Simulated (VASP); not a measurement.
# Hf7InO16 (a cell with a defect) in VASP: single point with PBE

Aim: the single point of Hf7InO16 (a cell with a defect) with PBE.

Program: VASP 6.6.1. These are calculated values, not measurements. Logs are shortened: lines on timing, memory, paths and dates and some standing lists are left out, and cuts for length are marked.

### Step 1. The cell of the first run

The cell holds a defect, 24 atoms: a = 7.234 Å, b = 7.234 Å, c = 7.234 Å, α = 60.00°, β = 60.00°, γ = 60.00°.

### Step 2. Single point, PBE

Contents of INCAR:

```
ALGO = Normal
EDIFF = 1E-6
ENCUT = 520
GGA = PE
ISIF = 2
ISMEAR = -1
LASPH = True
LCHARG = False
LREAL = Auto
LWAVE = False
NBANDS = 108
NELECT = 180.0
NELM = 100
PREC = Accurate
SIGMA = 0.01
```

Contents of KPOINTS:

```
k-points
0
Gamma
  3 3 3
```

Contents of POSCAR:

```
Hf7InO16
1.0
    0.0000000000      5.1150000000      5.1150000000
    5.1150000000      0.0000000000      5.1150000000
    5.1150000000      5.1150000000      0.0000000000
In Hf O
1 7 16
Direct
    0.0000000000      0.0000000000      0.0000000000
    0.0000000000      0.0000000000      0.5000000000
    0.0000000000      0.5000000000      0.0000000000
    0.0000000000      0.5000000000      0.5000000000
    0.5000000000      0.0000000000      0.0000000000
    0.5000000000      0.0000000000      0.5000000000
    0.5000000000      0.5000000000      0.0000000000
    0.5000000000      0.5000000000      0.5000000000
    0.1287301431      0.1287301431      0.1287301431
    0.1287301431      0.1287301431      0.6138095708
    0.1287301431      0.6138095708      0.1287301431
    0.1285806680      0.6238064440      0.6238064440
    0.6138095708      0.1287301431      0.1287301431
    0.6238064440      0.1285806680      0.6238064440
    0.6238064440      0.6238064440      0.1285806680
    0.6238064440      0.6238064440      0.6238064440
    0.3761935560      0.3761935560      0.3761935560
    0.3761935560      0.3761935560      0.8714193320
    0.3761935560      0.8714193320      0.3761935560
    0.3861904292      0.8712698569      0.8712698569
    0.8714193320      0.3761935560      0.3761935560
    0.8712698569      0.3861904292      0.8712698569
    0.8712698569      0.8712698569      0.3861904292
    0.8712698569      0.8712698569      0.8712698569
```

Potentials or basis: VASP PAW PBE potentials, release 64 (In_d, Hf_pv, O).

Started as:

```console
> cat potpaw_PBE.64/In_d/POTCAR potpaw_PBE.64/Hf_pv/POTCAR potpaw_PBE.64/O/POTCAR > POTCAR
> mpirun -np 1 vasp_std > vasp.out
```

OUTCAR:

```text
EDIFF = 1E-6
   ENCUT = 520
   GGA = PE
   ISIF = 2
   ISMEAR = -1
   LASPH = True
   LREAL = Auto
   NELECT = 180.0
   NELM = 100
   PREC = Accurate

 ion  position               nearest neighbor table
   1  0.000  0.000  0.000-  10 2.28  11 2.28  13 2.28  20 2.28  22 2.28  23 2.28   9 2.28  24 2.28
                             5 3.62   2 3.62   3 3.62   2 3.62   4 3.62   6 3.62   3 3.62   4 3.62
   2  0.000  0.000  0.500-   9 2.19  24 2.19  23 2.19  10 2.19  19 2.22  21 2.22  12 2.22  14 2.22
                             6 3.62   1 3.62   4 3.62   1 3.62   3 3.62   5 3.62   3 3.62   4 3.62
   3  0.000  0.500  0.000-   9 2.19  24 2.19  22 2.19  11 2.19  18 2.22  21 2.22  12 2.22  15 2.22
                             7 3.62   1 3.62   4 3.62   2 3.62   4 3.62   8 3.62   1 3.62   2 3.62
   4  0.000  0.500  0.500-  10 2.19  11 2.19  22 2.19  23 2.19  16 2.22  17 2.22  12 2.22  21 2.22
                             8 3.62   2 3.62   3 3.62   1 3.62   3 3.62   7 3.62   1 3.62   2 3.62
   5  0.500  0.000  0.000-   9 2.19  24 2.19  20 2.19  13 2.19  18 2.22  19 2.22  14 2.22  15 2.22
                             7 3.62   1 3.62   6 3.62   2 3.62   6 3.62   8 3.62   3 3.62   7 3.62
   6  0.500  0.000  0.500-  10 2.19  13 2.19  20 2.19  23 2.19  16 2.22  17 2.22  14 2.22  19 2.22
                             8 3.62   2 3.62   5 3.62   1 3.62   5 3.62   7 3.62   4 3.62   7 3.62
   7  0.500  0.500  0.000-  11 2.19  13 2.19  20 2.19  22 2.19  16 2.22  17 2.22  15 2.22  18 2.22
                             8 3.62   3 3.62   5 3.62   4 3.62   6 3.62   8 3.62   1 3.62   5 3.62
   8  0.500  0.500  0.500-  12 2.19  14 2.19  15 2.19  18 2.19  19 2.19  21 2.19  17 2.19  16 2.19
                             7 3.62   4 3.62   6 3.62   3 3.62   5 3.62   7 3.62   2 3.62   5 3.62
   9  0.129  0.129  0.129-   2 2.19   3 2.19   5 2.19   1 2.28
  10  0.129  0.129  0.614-   4 2.19   6 2.19   2 2.19   1 2.28
  11  0.129  0.614  0.129-   4 2.19   7 2.19   3 2.19   1 2.28
  12  0.129  0.624  0.624-   8 2.19   3 2.22   2 2.22   4 2.22
  13  0.614  0.129  0.129-   6 2.19   7 2.19   5 2.19   1 2.28
  14  0.624  0.129  0.624-   8 2.19   5 2.22   2 2.22   6 2.22
[... 8 lines left out ...]
  23  0.871  0.871  0.386-   4 2.19   6 2.19   2 2.19   1 2.28
  24  0.871  0.871  0.871-   2 2.19   3 2.19   5 2.19   1 2.28

  LATTYP: Found a face centered cubic cell.
 ALAT       =    10.2300000000

  Lattice vectors:

 A1 = (   0.0000000000,   5.1150000000,   5.1150000000)
 A2 = (   5.1150000000,   0.0000000000,   5.1150000000)
 A3 = (   5.1150000000,   5.1150000000,   0.0000000000)

Analysis of symmetry for initial positions (statically):
=====================================================================
 Subroutine PRICEL returns:
 Original cell was already a primitive cell.

 Routine SETGRP: Setting up the symmetry group for a
 face centered cubic supercell.

 Subroutine GETGRP returns: Found 48 space group operations
 (whereof 48 operations were pure point group operations)
 out of a pool of 48 trial point group operations.

[... 146 lines left out ...]
   TEBEG  =    0.0;   TEEND  =   0.0 temperature during run
   PSTRESS=    0.0 pullay stress
   NELECT =     180.0000    total number of electrons
   NUPDOWN=      -1.0000    fix difference up-down
   EMIN   =  10.00;   EMAX   =-10.00  energy-range for DOS
   EFERMI =   0.00;   METHOD = LEGACY
   ISMEAR =    -1;   SIGMA  =   0.01  broadening in eV -4-tet -1-fermi 0-gaus
   EFERMI_NEDOS =   21; number of points for ismear=-14 and -15
   IALGO  =     38    algorithm
   IMIX   =      4    mixing-type and parameters
     AMIX     =   0.40;   BMIX     =  1.00
     AMIX_MAG =   1.60;   BMIX_MAG =  1.00
  volume/ion in A,a.u.               =      11.15        75.26
  Fermi-wavevector in a.u.,A,eV,Ry     =   1.434311  2.710455 27.990563  2.057248
  Thomas-Fermi vector in A             =   2.553734
   LORBIT       =      0    0 simple, 1 ext, 2 COOP (PROOUT), +10 PAW based schemes
   GGA     = PE    functional components
[... 5 lines left out ...]
 non-spin polarized calculation
  energy-cutoff  :      520.00
  volume of cell :      267.65
 maximum number of plane-waves:      7239
 NGX is ok and might be reduce to    54
   NGX = 27   NGY = 27   NGZ = 27

 number of electron     180.0000008 magnetization

 Free energy of the ion-electron system (eV)
  ---------------------------------------------------
  ext. energy  EPLUGINS =         0.00000000
  ---------------------------------------------------
  free energy    TOTEN  =      -222.48501976 eV

  energy without entropy =     -222.48501976  energy(sigma->0) =     -222.48501976

 E-fermi :   4.7559     XC(G=0): -11.7282

 val. band max:        4.4938167507   @ k =   0.0000   0.0000   0.0000
 cond. band min:       7.0324269726   @ k =   0.0000   0.0000   0.0000
 fundamental gap:      2.5386102220
 Fermi energy:         4.7558942143

 k-point     1 :       0.0000    0.0000    0.0000
  band No.  band energies     occupation
      1     -25.8244      2.00000
      2     -25.8244      2.00000
      3     -25.8244      2.00000
      4     -25.8204      2.00000
      5     -25.7349      2.00000
      6     -25.7349      2.00000
[... 409 lines left out ...]
    101       9.2080      0.00000
    102       9.2444      0.00000
 [bands above 102 left out]

------------------------ aborting loop because EDIFF is reached ----------------------------------------

  FORCE on cell =-STRESS in cart. coord.  units (eV):
  Direction    XX          YY          ZZ          XY          YZ          ZX
  --------------------------------------------------------------------------------------
  -------------------------------------------------------------------------------------
  Total        5.1803576      5.1803576      5.1803576      0.0000000      0.0000000     -0.0000000
  in kB       31.0101176     31.0101176     31.0101176      0.0000000      0.0000000     -0.0000000
  external PRESSURE =      31.0101176 kB  Pullay stress =       0.0000000 kB

 VOLUME and BASIS-vectors are now :
 -----------------------------------------------------------------------------
  energy-cutoff  :      520.00
  volume of cell :      267.65
      direct lattice vectors                 reciprocal lattice vectors
     0.000000000  5.115000000  5.115000000    -0.097751711  0.097751711  0.097751711
     5.115000000  0.000000000  5.115000000     0.097751711 -0.097751711  0.097751711
     5.115000000  5.115000000  0.000000000     0.097751711  0.097751711 -0.097751711

 POSITION                                       TOTAL-FORCE (eV/Angst)
 -----------------------------------------------------------------------------------
      0.00000      0.00000      0.00000         0.000000      0.000000     -0.000000
      2.55750      2.55750      0.00000        -0.000000      0.000000     -0.000000
      2.55750      0.00000      2.55750         0.000000      0.000000     -0.000000
      5.11500      2.55750      2.55750        -0.000000      0.000000     -0.000000
      0.00000      2.55750      2.55750        -0.000000      0.000000     -0.000000
      2.55750      5.11500      2.55750         0.000000      0.000000     -0.000000
[... 16 lines left out ...]
      6.43191      6.43191      8.91309         0.071968      0.071968     -0.071968
      8.91309      8.91309      8.91309        -0.071968     -0.071968     -0.071968
 -----------------------------------------------------------------------------------
    total drift:                                0.000000      0.000000      0.000000

  FREE ENERGIE OF THE ION-ELECTRON SYSTEM (eV)
  ---------------------------------------------------
  free  energy   TOTEN  =      -222.4850197551 eV

  energy  without entropy=     -222.4850197551  energy(sigma->0) =     -222.48501976
```

OSZICAR:

```text
N       E                     dE             d eps       ncg     rms          rms(c)
DAV:   1     0.178525834848E+04    0.17853E+04   -0.95204E+04   864   0.179E+03
DAV:   2    -0.100939025543E+02   -0.17954E+04   -0.16953E+04   960   0.488E+02
DAV:   3    -0.256806653277E+03   -0.24671E+03   -0.23967E+03   912   0.162E+02
DAV:   4    -0.267495880361E+03   -0.10689E+02   -0.10609E+02  1120   0.393E+01
DAV:   5    -0.267766323523E+03   -0.27044E+00   -0.26975E+00  1152   0.581E+00    0.125E+02
DAV:   6    -0.223036037864E+03    0.44730E+02   -0.23912E+02  1168   0.503E+01    0.112E+02
DAV:   7    -0.222677514787E+03    0.35852E+00   -0.10886E+01  1016   0.112E+01    0.753E+01
DAV:   8    -0.222575770966E+03    0.10174E+00   -0.19301E+00  1032   0.584E+00    0.137E+01
DAV:   9    -0.222487734566E+03    0.88036E-01   -0.50119E-01  1128   0.244E+00    0.286E+00
DAV:  10    -0.222484253743E+03    0.34808E-02   -0.29664E-02  1168   0.693E-01    0.604E-01
DAV:  11    -0.222484644883E+03   -0.39114E-03   -0.26941E-03  1096   0.199E-01    0.401E-01
DAV:  12    -0.222484848467E+03   -0.20358E-03   -0.27990E-04  1248   0.794E-02    0.482E-01
DAV:  13    -0.222485025202E+03   -0.17674E-03   -0.71059E-04  1000   0.888E-02    0.107E-01
DAV:  14    -0.222485015648E+03    0.95545E-05   -0.78260E-05  1128   0.355E-02    0.250E-02
DAV:  15    -0.222485019137E+03   -0.34897E-05   -0.12439E-05  1112   0.145E-02    0.329E-02
DAV:  16    -0.222485019755E+03   -0.61770E-06   -0.86216E-07   608   0.577E-03
   1 F= -.22248502E+03 E0= -.22248502E+03  d E =-.836645E-13
```

stdout:

```text
POSCAR found type information on POSCAR InHfO
 POSCAR found :  3 types and      24 ions
 scaLAPACK will be used
 LDA part: xc-table for (Slater+PW92), standard interpolation
 POSCAR, INCAR and KPOINTS ok, starting setup
 FFT: planning ... GRIDC
 FFT: planning ... GRID_SOFT
 FFT: planning ... GRID
 WAVECAR not read
 entering main loop
 the old and the new charge density differ
 old charge density:   179.00000 new  180.00000
    0.125E+02
```

It took 4.9 min on 1 thread of AMD EPYC 7R43 (Zen 3), shared host; peak memory 0.38 GiB.

Results:

| Property | Result |
| --- | --- |
| Free energy | -222.4850 eV |
| Largest force | 0.125 eV/Å |

Forces on the atoms (eV/Å):
```
In   0.000  0.000  0.000
Hf   0.000  0.000  0.000
Hf   0.000  0.000  0.000
Hf   0.000  0.000  0.000
Hf   0.000  0.000  0.000
Hf   0.000  0.000  0.000
Hf   0.000  0.000  0.000
Hf   0.000  0.000  0.000
O    0.072  0.072  0.072
O   -0.072 -0.072  0.072
O   -0.072  0.072 -0.072
O   -0.015  0.015  0.015
O    0.072 -0.072 -0.072
O    0.015 -0.015  0.015
O    0.015  0.015 -0.015
O   -0.015 -0.015 -0.015
O    0.015  0.015  0.015
O   -0.015 -0.015  0.015
O   -0.015  0.015 -0.015
O   -0.072  0.072  0.072
O    0.015 -0.015 -0.015
O    0.072 -0.072  0.072
O    0.072  0.072 -0.072
O   -0.072 -0.072 -0.072
```

Caveat: the cell carries a net charge on a neutralising background, which shifts energy and pressure; the cell is charged against a uniform background, so pressure and absolute levels hang on convention; spin-orbit coupling is left out, which moves the levels of the heavy elements.
